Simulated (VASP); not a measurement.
# WS2 in VASP: settings compared, part 2 of 2

VASP 6.6.1. Earlier steps stand in the parts before.

## Step 3: Single point, PBE-based screened hybrid with 10 % exact exchange

The input, POSCAR:

```
WS2
1.0
    3.1697138084      0.0000000000      0.0000000000
   -1.5848569042      2.7450526808      0.0000000000
    0.0000000000      0.0000000000     16.9263323846
W S
1 2
Direct
    0.3333333333      0.6666666667      0.0000000000
    0.6666666667      0.3333333333      0.9076849995
    0.6666666667      0.3333333333      0.0923150005
```

The input, INCAR.step1:

```
SYSTEM = WS2
  PREC = Accurate
  ENCUT = 520
  EDIFF = 1E-5
  ISMEAR = 0
  SIGMA = 0.01
  LREAL = .FALSE.
  LASPH = .TRUE.
  NELM = 80
  ALGO = Normal
  ISIF = 2
  LWAVE = .TRUE.
  LCHARG = .FALSE.
  NBANDS = 20
  GGA = PE
```

The input, INCAR.step2:

```
SYSTEM = WS2
  PREC = Accurate
  ENCUT = 520
  EDIFF = 1E-6
  ISMEAR = 0
  SIGMA = 0.01
  LREAL = .FALSE.
  LASPH = .TRUE.
  NELM = 80
  ALGO = Normal
  ISIF = 2
  LWAVE = .FALSE.
  LCHARG = .FALSE.
  GGA = PE
  LHFCALC = .TRUE.
  AEXX = 0.1
  HFSCREEN = 0.5
  PRECFOCK = Normal
  NBANDS = 20
  ISTART = 1
```

The input, KPOINTS:

```
Automatic mesh
0
G
  6 6 1
  0 0 0
```

Potentials or basis: VASP PAW PBE potentials, release 64 (W_sv, S).

Launch:

```bash
$ cat potpaw_PBE.64/W_sv/POTCAR potpaw_PBE.64/S/POTCAR > POTCAR
$ cp INCAR.step1 INCAR
$ mpirun -np 1 vasp_std > vasp.out
$ cp INCAR.step2 INCAR
$ mpirun -np 1 vasp_std > vasp.out
```

OUTCAR:

```text
SYSTEM = WS2
   PREC = Accurate
   ENCUT = 520
   EDIFF = 1E-6
   ISMEAR = 0
   LREAL = .FALSE.
   LASPH = .TRUE.
   NELM = 80
   ISIF = 2
   GGA = PE
   LHFCALC = .TRUE.
   AEXX = 0.1
   HFSCREEN = 0.5
   PRECFOCK = Normal
   ISTART = 1

 ion  position               nearest neighbor table
   1  0.333  0.667  0.000-   2 2.41   3 2.41   2 2.41   3 2.41   2 2.41   3 2.41
   2  0.667  0.333  0.908-   1 2.41   1 2.41   1 2.41
   3  0.667  0.333  0.092-   1 2.41   1 2.41   1 2.41

  LATTYP: Found a hexagonal cell.
 ALAT       =     3.1697138084
 C/A-ratio  =     5.3400191335

  Lattice vectors:

 A1 = (   3.1697138084,   0.0000000000,   0.0000000000)
 A2 = (  -1.5848569042,   2.7450526808,   0.0000000000)
 A3 = (   0.0000000000,   0.0000000000,  16.9263323846)

Analysis of symmetry for initial positions (statically):
=====================================================================
 Subroutine PRICEL returns:
 Original cell was already a primitive cell.

 Routine SETGRP: Setting up the symmetry group for a
 hexagonal supercell.

 Subroutine GETGRP returns: Found 12 space group operations
 (whereof 12 operations were pure point group operations)
 out of a pool of 24 trial point group operations.

The static configuration has the point symmetry D_3h.

Analysis of symmetry for dynamics (positions and initial velocities):
=====================================================================
 Subroutine PRICEL returns:
 Original cell was already a primitive cell.

 Routine SETGRP: Setting up the symmetry group for a
 hexagonal supercell.

 Subroutine GETGRP returns: Found 12 space group operations
 (whereof 12 operations were pure point group operations)
[... 106 lines left out ...]
     AMIX_MAG =   1.60;   BMIX_MAG =  1.00
  volume/ion in A,a.u.               =      49.09       331.29
  Fermi-wavevector in a.u.,A,eV,Ry     =   0.918378  1.735483 11.475398  0.843418
  Thomas-Fermi vector in A             =   2.043453
   LORBIT       =      0    0 simple, 1 ext, 2 COOP (PROOUT), +10 PAW based schemes
   GGA     = PE    functional components
   LHFCALC =     T    Hartree Fock is set to
   PRECFOCK=normal    Normal, Fast or Accurate (Low or Medium for compatibility)
   ENCUT4O =  -1.0   cutoff for four orbital integrals eV
   NKREDX  =     1    reduce k-point grid by
   NKREDY  =     1    reduce k-point grid by
   NKREDZ  =     1    reduce k-point grid by
   AEXX    =    0.1000 exact exchange contribution
   HFSCREEN=    0.5000 screening length (either q_TF or 0.3 A-1)
   HFSCREENC=   0.5000 screening length for correlation (either q_TF or 0.3 A-1)
   ENCUTFOCK=  -1.0 apply spherical cutoff to Coloumb kernel
   IVDW    =     0    specifies the selected vdW correction
   LEPSILON=     F    determine dielectric tensor
   LRPA    =     F    only Hartree local field effects (RPA)
 non-spin polarized calculation
 Gauss-broadening in eV      SIGMA  =   0.01
  energy-cutoff  :      520.00
  volume of cell :      147.28
 maximum number of plane-waves:      4000
 NGX is ok and might be reduce to    24
  NGX = 18; NGY = 18; NGZ = 96

 number of electron      25.9999998 magnetization

 Free energy of the ion-electron system (eV)
  ---------------------------------------------------
  ext. energy  EPLUGINS =         0.00000000
  ---------------------------------------------------
  free energy    TOTEN  =       -24.57922416 eV

  energy without entropy =      -24.57922416  energy(sigma->0) =      -24.57922416

 E-fermi :  -1.1039     XC(G=0):  -4.2931

 val. band max:       -1.2326407177   @ k =   0.3333   0.3333   0.0000
 cond. band min:       0.6879594795   @ k =   0.3333   0.3333   0.0000
 fundamental gap:      1.9206001972
 Fermi energy:        -1.1038662770

 k-point     1 :       0.0000    0.0000    0.0000
  band No.  band energies     occupation
      1     -76.6368      2.00000
      2     -40.3281      2.00000
      3     -40.1496      2.00000
      4     -40.1496      2.00000
      5     -16.5401      2.00000
      6     -14.8288      2.00000
[... 150 lines left out ...]
     19       6.0474      0.00000
     20       8.2714      0.00000

------------------------ aborting loop because EDIFF is reached ----------------------------------------

  FORCE on cell =-STRESS in cart. coord.  units (eV):
  Direction    XX          YY          ZZ          XY          YZ          ZX
  --------------------------------------------------------------------------------------
  -------------------------------------------------------------------------------------
  Total        0.3993001      0.3993001      0.3751759      0.0000000      0.0000000      0.0000000
  in kB        4.3438663      4.3438663      4.0814256      0.0000000      0.0000000      0.0000000
  external PRESSURE =       4.2563861 kB  Pullay stress =       0.0000000 kB

 VOLUME and BASIS-vectors are now :
 -----------------------------------------------------------------------------
  energy-cutoff  :      520.00
  volume of cell :      147.28
      direct lattice vectors                 reciprocal lattice vectors
     3.169713808  0.000000000  0.000000000     0.315485896  0.182145867  0.000000000
    -1.584856904  2.745052681  0.000000000     0.000000000  0.364291734  0.000000000
     0.000000000  0.000000000 16.926332385     0.000000000  0.000000000  0.059079544

 POSITION                                       TOTAL-FORCE (eV/Angst)
 -----------------------------------------------------------------------------------
     -0.00000      1.83004      0.00000         0.000000     -0.000000      0.000000
      1.58486      0.91502     15.36378        -0.000000      0.000000     -0.134732
      1.58486      0.91502      1.56255        -0.000000      0.000000      0.134732
 -----------------------------------------------------------------------------------
    total drift:                               -0.000022      0.000012      0.000000

  FREE ENERGIE OF THE ION-ELECTRON SYSTEM (eV)
  ---------------------------------------------------
  free  energy   TOTEN  =       -24.5792241613 eV

  energy  without entropy=      -24.5792241613  energy(sigma->0) =      -24.57922416
```

Run time: 17 min. Hardware: 1 thread of AMD EPYC, shared host; peak memory 0.34 GiB.

Results:

- Free energy: -24.5792 eV
- Largest force: 0.135 eV/Å
- Band gap on the k mesh: 1.92 eV

Forces on the atoms (eV/Å):
```
W    0.000  0.000  0.000
S    0.000  0.000 -0.135
S    0.000  0.000  0.135
```

Levels at points of the mesh, in eV from the valence-band top:
```csv
k point,band 9,band 10,band 11,band 12,band 13,band 14,band 15,band 16,band 17,band 18
"(0.00, 0.00, 0.00)",-2.98,-2.22,-1.69,-1.69,-0.06,3.05,3.05,3.21,3.21,5.13
"(0.50, 0.00, 0.00)",-4.62,-3.56,-2.25,-1.34,-0.98,3.02,3.47,4.24,4.97,5.31
```

Caveat: there is no dipole correction, which matters where the two faces differ; the PAW data sets were made with another functional, which shifts forces and pressure a little; spin-orbit coupling is left out, which moves the levels of the heavy elements.
